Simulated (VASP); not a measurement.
Crystal: MgSi2C2.

```xyz
5
Lattice="-1.9207 1.9207 4.5351 1.9207 -1.9207 4.5351 1.9207 1.9207 -4.5351" Properties=species:S:1:pos:R:3 pbc="T T T"
Mg    0.0000    0.0000    0.0000
Si    0.0000    1.9207    2.2675
Si    1.9207    0.0000    2.2675
C     0.0000    0.0000    3.4847
C     0.0000    0.0000    5.5854
```

* Program: VASP 6.6.1
* Task: relaxation of cell and atoms
* Functional: PBE
* Potentials or basis: VASP PAW PBE potentials, release 64 (Mg, Si, C)
* Cutoff: 600 eV
* k mesh: 6 × 6 × 6
* Occupations: gaussian, width 0.1 eV
* Spin: no spin polarisation

At the start: pressure -10.9 GPa; volume 13.38 Å³/atom.

Question: Where does the relaxation end?

Answer: Over 28 steps the energy falls by 681.6 meV/atom and the volume is 15.55 Å³/atom (+16.2 %); space group I4/mmm (No. 139, to 0.05 Å).

Step by step:
| step | energy change (eV) | largest force (eV/Å) | pressure (GPa) | volume (Å³) |
| --- | --- | --- | --- | --- |
| 1 | 0.0000 | 1.1695 | -10.91 | 66.92 |
| 2 | -0.5098 | 1.5027 | -1.22 | 58.47 |
| 3 | -0.5455 | 1.5644 | 3.32 | 56.05 |
| 4 | -0.8651 | 1.6608 | 6.77 | 55.28 |
| 5 | -1.1917 | 0.7917 | 15.52 | 54.13 |
| 6 | -1.2113 | 0.2257 | 20.59 | 53.61 |
| 7 | -1.3063 | 0.1496 | 19.80 | 54.23 |
| 8 | -1.5738 | 0.3308 | 17.67 | 56.10 |
| 9 | -2.0026 | 0.3160 | 15.47 | 59.96 |
| 10 | -2.3854 | 0.3581 | 9.23 | 68.17 |
| 11 | -1.9115 | 3.0903 | -5.06 | 86.62 |
| 12 | -2.7322 | 0.6951 | 3.95 | 71.60 |
| 13 | -2.8733 | 0.6726 | -4.97 | 78.89 |
| 14 | -2.9303 | 0.4468 | -1.78 | 75.16 |
| 15 | -2.9518 | 0.0205 | -3.64 | 77.07 |
| 16 | -2.9546 | 0.1820 | -3.07 | 76.45 |
| 17 | -3.0467 | 0.2121 | -2.50 | 76.36 |
| 18 | -3.1065 | 0.5946 | -1.67 | 76.19 |
| 19 | -2.9981 | 1.8667 | 0.65 | 75.67 |
| 20 | -3.1089 | 0.7695 | -1.31 | 76.11 |
| 21 | -3.2802 | 0.7196 | 0.52 | 74.87 |
| 22 | -3.3011 | 0.8138 | 3.20 | 73.80 |
| 23 | -3.3048 | 0.8068 | 2.50 | 74.07 |
| 24 | -3.3791 | 0.4765 | 0.37 | 76.12 |
| 25 | -3.4019 | 0.0698 | -1.62 | 78.92 |
| 26 | -3.4038 | 0.1479 | -1.27 | 78.33 |
| 27 | -3.4048 | 0.1472 | 1.00 | 77.28 |
| 28 | -3.4080 | 0.0072 | -0.08 | 77.77 |

Final structure:
```
CELL_PARAMETERS angstrom
-1.81297 1.81297 5.91489
1.81297 -1.81297 5.91489
1.81297 1.81297 -5.91489
ATOMIC_POSITIONS crystal
Mg 0.00000 0.00000 0.00000
Si 0.75000 0.25000 0.50000
Si 0.25000 0.75000 0.50000
C 0.19612 0.19612 0.00000
C 0.80388 0.80388 0.00000
```

Caveat: the k points lie up to 0.41 Å⁻¹ apart in the final cell; the volume moved by over 15 % at a fixed basis, so the end points are rough.
